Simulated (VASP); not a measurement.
# Cd (Fd-3m) in VASP: notebook

Cd is run at these levels: LDA; tasks: single point.

Everything below comes from runs of VASP 6.6.1. Logs are shortened: lines on timing, memory, paths and dates and some standing lists are left out, and cuts for length are marked.

### 1 The cell of the first run

It takes space group Fd-3m (No. 227, cubic). Conventional cell: a = 5.526 Å, b = 5.526 Å, c = 5.526 Å, α = 90.00°, β = 90.00°, γ = 90.00°. Cd (site symmetry -43m) has 4 Cd at 2.39 Å within 3.2 Å.

This isn't the form of Cd at room conditions, which is hcp.

### 2 Single point, LDA

The input, INCAR:

```
SYSTEM = Cd
PREC = Accurate ; ENCUT = 520
EDIFF = 1E-6 ; ISMEAR = -1
SIGMA = 0.08 ; LREAL = .FALSE.
LASPH = .TRUE. ; NELM = 60
ALGO = Normal ; ISIF = 2
LWAVE = .FALSE. ; LCHARG = .FALSE.
GGA = CA ; NBANDS = 19
```

The input, KPOINTS:

```
regular mesh
0
G
  12 12 12
  0 0 0
```

The input, POSCAR:

```
Cd
1.0
    0.0000000000      2.7632247985      2.7632247985
    2.7632247985      0.0000000000      2.7632247985
    2.7632247985      2.7632247985      0.0000000000
Cd
2
Direct
   -0.1250000000     -0.1250000000     -0.1250000000
    0.1250000000      0.1250000000      0.1250000000
```

Potentials or basis: VASP PAW LDA potentials, release 64 (Cd).

The run is started by

```bash
> cat potpaw_LDA.64/Cd/POTCAR > POTCAR
> mpirun -np 1 vasp_std > vasp.out
```

OUTCAR:

```text
SYSTEM = Cd
   PREC = Accurate
   ENCUT = 520
   EDIFF = 1E-6
   ISMEAR = -1
   LREAL = .FALSE.
   LASPH = .TRUE.
   NELM = 60
   ISIF = 2
   GGA = CA

 ion  position               nearest neighbor table
   1  0.875  0.875  0.875-   2 2.39   2 2.39   2 2.39   2 2.39
   2  0.125  0.125  0.125-   1 2.39   1 2.39   1 2.39   1 2.39

  LATTYP: Found a face centered cubic cell.
 ALAT       =     5.5264495970

  Lattice vectors:

 A1 = (   0.0000000000,   2.7632247985,   2.7632247985)
 A2 = (   2.7632247985,   0.0000000000,   2.7632247985)
 A3 = (   2.7632247985,   2.7632247985,   0.0000000000)

Analysis of symmetry for initial positions (statically):
=====================================================================
 Subroutine PRICEL returns:
 Original cell was already a primitive cell.

 Routine SETGRP: Setting up the symmetry group for a
 face centered cubic supercell.

 Subroutine GETGRP returns: Found 48 space group operations
 (whereof 12 operations were pure point group operations)
 out of a pool of 48 trial point group operations.

The static configuration has the point symmetry D_3d.
 The point group associated with its full space group is O_h .

Analysis of symmetry for dynamics (positions and initial velocities):
=====================================================================
 Subroutine PRICEL returns:
 Original cell was already a primitive cell.

 Routine SETGRP: Setting up the symmetry group for a
 face centered cubic supercell.

 Subroutine GETGRP returns: Found 48 space group operations
 (whereof 12 operations were pure point group operations)
 out of a pool of 48 trial point group operations.

The dynamic configuration has the point symmetry D_3d.
 The point group associated with its full space group is O_h .

 Subroutine INISYM returns: Found 48 space group operations
 (whereof 12 operations are pure point group operations),
 and found     1 'primitive' translations

----------------------------------------------------------------------------------------

                                     Primitive cell

  volume of cell :      42.1967

  direct lattice vectors                    reciprocal lattice vectors
     0.000000000  2.763224799  2.763224799    -0.180948000  0.180948000  0.180948000
     2.763224799  0.000000000  2.763224799     0.180948000 -0.180948000  0.180948000
     2.763224799  2.763224799  0.000000000     0.180948000  0.180948000 -0.180948000

  length of vectors
     3.907789986  3.907789986  3.907789986     0.313411129  0.313411129  0.313411129

  position of ions in fractional coordinates (direct lattice)
     0.875000000  0.875000000  0.875000000
     0.125000000  0.125000000  0.125000000

  ion indices of the primitive-cell ions
   primitive index   ion index
                 1           1
                 2           2

----------------------------------------------------------------------------------------

 KPOINTS: regular mesh

Automatic generation of k-mesh.
 Grid dimensions read from file:
 generate k-points for:   12   12   12

 Generating k-lattice:

  Cartesian coordinates                     Fractional coordinates (reciprocal lattice)
    -0.015079000  0.015079000  0.015079000     0.083333333  0.000000000  0.000000000
     0.015079000 -0.015079000  0.015079000     0.000000000  0.083333333  0.000000000
     0.015079000  0.015079000 -0.015079000     0.000000000  0.000000000  0.083333333

  Length of vectors
     0.026117594  0.026117594  0.026117594

  Shift w.r.t. Gamma in fractional coordinates (k-lattice)
     0.000000000  0.000000000  0.000000000

 Subroutine IBZKPT returns following result:
 ===========================================

 Found     72 irreducible k-points:

 Following reciprocal coordinates:
            Coordinates               Weight
  0.000000  0.000000  0.000000      1.000000
  0.083333  0.000000  0.000000      8.000000
  0.166667  0.000000  0.000000      8.000000
  0.250000  0.000000  0.000000      8.000000
  0.333333  0.000000  0.000000      8.000000
  0.416667  0.000000  0.000000      8.000000
[... 16 lines left out ...]
  0.500000  0.166667  0.000000     24.000000
 -0.416667  0.166667  0.000000     24.000000
 [... further k-points ...]
   k-points           NKPTS =     72   k-points in BZ     NKDIM =     72   number of bands    NBANDS=     19
   number of dos      NEDOS =    301   number of ions     NIONS =      2
   total plane-waves  NPLWV =  27000
   dimension x,y,z NGX =    30 NGY =   30 NGZ =   30
   dimension x,y,z NGXF=    60 NGYF=   60 NGZF=   60
   ions per type =               2
   NGX,Y,Z   is equivalent  to a cutoff of  12.76, 12.76, 12.76 a.u.
   NGXF,Y,Z  is equivalent  to a cutoff of  25.53, 25.53, 25.53 a.u.
 SYSTEM =  Cd
   PREC   = accura    normal or accurate (medium, high low for compatibility)
   ISTART =      0    job   : 0-new  1-cont  2-samecut
   ICHARG =      2    charge: 1-file 2-atom 10-const
   ISPIN  =      1    spin polarized calculation?
   LNONCOLLINEAR =      F non collinear calculations
   LSORBIT =      F    spin-orbit coupling
   LASPH  =      T    aspherical Exc in radial PAW
   ENCUT  =  520.0 eV  38.22 Ry    6.18 a.u.   7.27  7.27  7.27*2*pi/ulx,y,z
   NELM   =     60;   NELMIN=  2; NELMDL= -5     # of ELM steps
   EDIFF  = 0.1E-05   stopping-criterion for ELM
   LREAL  =      F    real-space projection
   EDIFFG = 0.1E-04   stopping-criterion for IOM
   NSW    =      0    number of steps for IOM
   IBRION =     -1    ionic relax: 0-MD 1-quasi-New 2-CG
   NFREE  =      0    steps in history (QN), initial steepest desc. (CG)
   ISIF   =      2    stress and relaxation
   ISYM   =      2    0-nonsym 1-usesym 2-fastsym
   POTIM  = 0.5000    time-step for ionic-motion
   TEBEG  =    0.0;   TEEND  =   0.0 temperature during run
   PSTRESS=    0.0 pullay stress
   NELECT =      24.0000    total number of electrons
   NUPDOWN=      -1.0000    fix difference up-down
   EMIN   =  10.00;   EMAX   =-10.00  energy-range for DOS
   EFERMI =   0.00;   METHOD = LEGACY
   ISMEAR =    -1;   SIGMA  =   0.08  broadening in eV -4-tet -1-fermi 0-gaus
   EFERMI_NEDOS =   21; number of points for ismear=-14 and -15
   IALGO  =     38    algorithm
   IMIX   =      4    mixing-type and parameters
     AMIX     =   0.40;   BMIX     =  1.00
     AMIX_MAG =   1.60;   BMIX_MAG =  1.00
  volume/ion in A,a.u.               =      21.10       142.38
  Fermi-wavevector in a.u.,A,eV,Ry     =   1.356393  2.563212 25.032043  1.839803
  Thomas-Fermi vector in A             =   2.483400
   LORBIT       =      0    0 simple, 1 ext, 2 COOP (PROOUT), +10 PAW based schemes
   GGA     = CA    functional components
   LHFCALC =     F    Hartree Fock is set to
   AEXX    =    0.0000 exact exchange contribution
   IVDW    =     0    specifies the selected vdW correction
   LEPSILON=     F    determine dielectric tensor
   LRPA    =     F    only Hartree local field effects (RPA)
 non-spin polarized calculation
  energy-cutoff  :      520.00
  volume of cell :       42.20
 maximum number of plane-waves:      1158
 NGX is ok and might be reduce to    30
   NGX = 15   NGY = 15   NGZ = 15

 number of electron      23.9999997 magnetization

 Free energy of the ion-electron system (eV)
  ---------------------------------------------------
  ext. energy  EPLUGINS =         0.00000000
  ---------------------------------------------------
  free energy    TOTEN  =        -0.42625500 eV

  energy without entropy =       -0.40892594  energy(sigma->0) =       -0.41759047

 E-fermi :   2.7938     XC(G=0): -11.2147

 val. band max:        2.7878806351   @ k =  -0.4167   0.3333   0.1667
 cond. band min:       2.8026300503   @ k =  -0.3333   0.3333   0.1667
 fundamental gap:      0.0147494152
 Fermi energy:         2.7937583287

 k-point     1 :       0.0000    0.0000    0.0000
  band No.  band energies     occupation
      1      -8.0059      2.00000
      2      -8.0059      2.00000
      3      -8.0059      2.00000
      4      -7.9711      2.00000
      5      -7.9711      2.00000
      6      -6.4870      2.00000
[... 11 lines left out ...]
     18      12.4242      0.00000
     19      12.4620      0.00000

 k-point     2 :       0.0833    0.0000    0.0000
  band No.  band energies     occupation
      1      -8.1013      2.00000
      2      -8.1013      2.00000
      3      -8.0025      2.00000
      4      -7.8548      2.00000
      5      -7.8548      2.00000
      6      -6.4740      2.00000
[... 11 lines left out ...]
     18      12.7985      0.00000
     19      13.5504      0.00000

 k-point     3 :       0.1667    0.0000    0.0000
  band No.  band energies     occupation
      1      -8.1742      2.00000
      2      -8.1742      2.00000
      3      -7.9953      2.00000
      4      -7.7309      2.00000
      5      -7.7309      2.00000
      6      -6.5121      2.00000
[... 11 lines left out ...]
     18      13.0222      0.00000
     19      14.3138      0.00000

 k-point     4 :       0.2500    0.0000    0.0000
  band No.  band energies     occupation
      1      -8.2032      2.00000
      2      -8.2032      2.00000
      3      -7.9883      2.00000
      4      -7.6499      2.00000
      5      -7.6499      2.00000
      6      -6.6105      2.00000
[... 11 lines left out ...]
     18      12.6152      0.00000
     19      14.9438      0.00000

 k-point     5 :       0.3333    0.0000    0.0000
  band No.  band energies     occupation
      1      -8.1931      2.00000
      2      -8.1931      2.00000
      3      -7.9814      2.00000
      4      -7.6322      2.00000
      5      -7.6322      2.00000
      6      -6.7220      2.00000
[... 11 lines left out ...]
     18      12.1254      0.00000
     19      16.1469      0.00000

 k-point     6 :       0.4167    0.0000    0.0000
  band No.  band energies     occupation
      1      -8.1625      2.00000
      2      -8.1625      2.00000
      3      -7.9750      2.00000
      4      -7.6580      2.00000
      5      -7.6580      2.00000
      6      -6.8079      2.00000
[... 11 lines left out ...]
     18      11.7627      0.00000
     19      17.4288      0.00000

 k-point     7 :       0.5000    0.0000    0.0000
  band No.  band energies     occupation
      1      -8.1450      2.00000
      2      -8.1450      2.00000
      3      -7.9722      2.00000
      4      -7.6769      2.00000
      5      -7.6769      2.00000
      6      -6.8401      2.00000
[... 11 lines left out ...]
     18      11.6666      0.00000
     19      18.1491      0.00000

 k-point     8 :       0.0833    0.0833    0.0000
  band No.  band energies     occupation
      1      -8.1693      2.00000
      2      -8.0161      2.00000
      3      -8.0161      2.00000
      4      -7.9287      2.00000
      5      -7.7659      2.00000
      6      -6.4914      2.00000
[... 256 lines left out ...]
 k-point    20 :       0.2500    0.1667    0.0000
  band No.  band energies     occupation
      1      -8.3355      2.00000
      2      -8.0736      2.00000
      3      -8.0524      2.00000
      4      -7.7068      2.00000
      5      -7.3856      2.00000
      6      -6.8496      2.00000
[... 11 lines left out ...]
     18      15.0300      0.00000
     19      15.5239      0.00000

 k-point    21 :       0.3333    0.1667    0.0000
  band No.  band energies     occupation
      1      -8.3563      2.00000
      2      -8.1011      2.00000
      3      -8.0402      2.00000
      4      -7.6194      2.00000
      5      -7.3063      2.00000
      6      -6.9386      2.00000
[... 11 lines left out ...]
     18      14.5795      0.00000
     19      15.1361      0.00000

 k-point    22 :       0.4167    0.1667    0.0000
  band No.  band energies     occupation
      1      -8.3660      2.00000
      2      -8.1295      2.00000
      3      -7.9998      2.00000
      4      -7.5507      2.00000
      5      -7.3153      2.00000
      6      -6.9546      2.00000
[... 11 lines left out ...]
     18      14.2159      0.00000
     19      14.9775      0.00000

 k-point    23 :       0.5000    0.1667    0.0000
  band No.  band energies     occupation
      1      -8.3662      2.00000
      2      -8.1735      2.00000
      3      -7.9313      2.00000
      4      -7.4800      2.00000
      5      -7.3934      2.00000
      6      -6.9450      2.00000
[... 11 lines left out ...]
     18      14.7362      0.00000
     19      15.2784      0.00000

 k-point    24 :      -0.4167    0.1667    0.0000
  band No.  band energies     occupation
      1      -8.3477      2.00000
      2      -8.2329      2.00000
      3      -7.8536      2.00000
      4      -7.5174      2.00000
      5      -7.3995      2.00000
      6      -6.9105      2.00000
[... 11 lines left out ...]
     18      15.3298      0.00000
     19      16.7277      0.00000

 [... further k-points ...]
[... 5 lines left out ...]
  --------------------------------------------------------------------------------------
  -------------------------------------------------------------------------------------
  Total        9.8528129      9.8528129      9.8528129     -0.0000000     -0.0000000     -0.0000000
  in kB      374.1038442    374.1038442    374.1038442     -0.0000000     -0.0000000     -0.0000000
  external PRESSURE =     374.1038442 kB  Pullay stress =       0.0000000 kB

 VOLUME and BASIS-vectors are now :
 -----------------------------------------------------------------------------
  energy-cutoff  :      520.00
  volume of cell :       42.20
      direct lattice vectors                 reciprocal lattice vectors
     0.000000000  2.763224799  2.763224799    -0.180948000  0.180948000  0.180948000
     2.763224799  0.000000000  2.763224799     0.180948000 -0.180948000  0.180948000
     2.763224799  2.763224799  0.000000000     0.180948000  0.180948000 -0.180948000

 POSITION                                       TOTAL-FORCE (eV/Angst)
 -----------------------------------------------------------------------------------
      4.83564      4.83564      4.83564         0.000000      0.000000      0.000000
      0.69081      0.69081      0.69081        -0.000000     -0.000000     -0.000000
 -----------------------------------------------------------------------------------
    total drift:                               -0.000000      0.000000      0.000000

  FREE ENERGIE OF THE ION-ELECTRON SYSTEM (eV)
  ---------------------------------------------------
  free  energy   TOTEN  =        -0.4262549957 eV

  energy  without entropy=       -0.4089259394  energy(sigma->0) =       -0.41759047
```

It took 20 s on 1 thread of AMD EPYC 9R45 (Zen 5), shared host; peak memory 0.15 GiB.

What came out:

| Quantity | Value |
| --- | --- |
| Free energy | -0.4263 eV |
| Pressure | 37.4 GPa |
| Band gap on the k mesh | zero (bands 12 and 13 overlap by 8.70 eV) |

Levels at points of the mesh, in eV from the Fermi level:
```csv
k point,band 8,band 9,band 10,band 11,band 12,band 13,band 14,band 15,band 16,band 17
"(0.00, 0.00, 0.00)",-8.95,-8.95,-8.23,-8.23,7.47,7.47,7.47,8.18,8.18,8.18
"(0.50, 0.00, 0.00)",-8.85,-8.27,-8.27,-4.73,-4.14,4.40,4.40,8.19,8.80,8.87
"(0.50, 0.50, 0.00)",-9.18,-8.12,-8.12,-3.24,-3.24,0.95,0.95,5.52,5.52,17.86
```

Caveat: the cell stands under pressure.

### 3 Single point, LDA

The input, INCAR:

```
  PREC = Accurate
  ENCUT = 520
  EDIFF = 1E-7
  ISMEAR = -1
  SIGMA = 0.08
  LREAL = F
  LASPH = T
  NELM = 100
  ALGO = Normal
  ISIF = 2
  LWAVE = F
  LCHARG = F
  GGA = CA
  NBANDS = 19
```

The input, KPOINTS:

```
Automatic mesh
0
Gamma
  12 12 12
```

The input, POSCAR:

```
Cd
1.0
    0.0000000000      2.7637099432      2.7637099432
    2.7637099432      0.0000000000      2.7637099432
    2.7637099432      2.7637099432      0.0000000000
Cd
2
Direct
   -0.1250000000     -0.1250000000     -0.1250000000
    0.1250000000      0.1250000000      0.1250000000
```

Potentials or basis: VASP PAW LDA potentials, release 64 (Cd).

The run is started by

```bash
> cat potpaw_LDA.64/Cd/POTCAR > POTCAR
> mpirun -np 1 vasp_std > vasp.out
```

Run time: 23 s. Hardware: 1 thread of AMD EPYC 9R45 (Zen 5), shared host; peak memory 0.15 GiB.

The run converged. Its results:

```yaml
Free_energy: -0.4314 eV
Pressure: 37.3 GPa
Band_gap_on_the_k_mesh: zero (bands 12 and 13 overlap by 8.69 eV)
```

Levels at points of the mesh, in eV from the Fermi level:
```tsv
k point	band 10	band 11	band 12	band 13	band 14	band 15
(0.00, 0.00, 0.00)	-8.23	-8.23	7.46	7.46	7.46	8.18
(0.50, 0.00, 0.00)	-8.27	-4.73	-4.14	4.39	4.39	8.19
(0.50, 0.50, 0.00)	-8.12	-3.24	-3.24	0.95	0.95	5.52
```

Caveat: the cell stands under pressure.
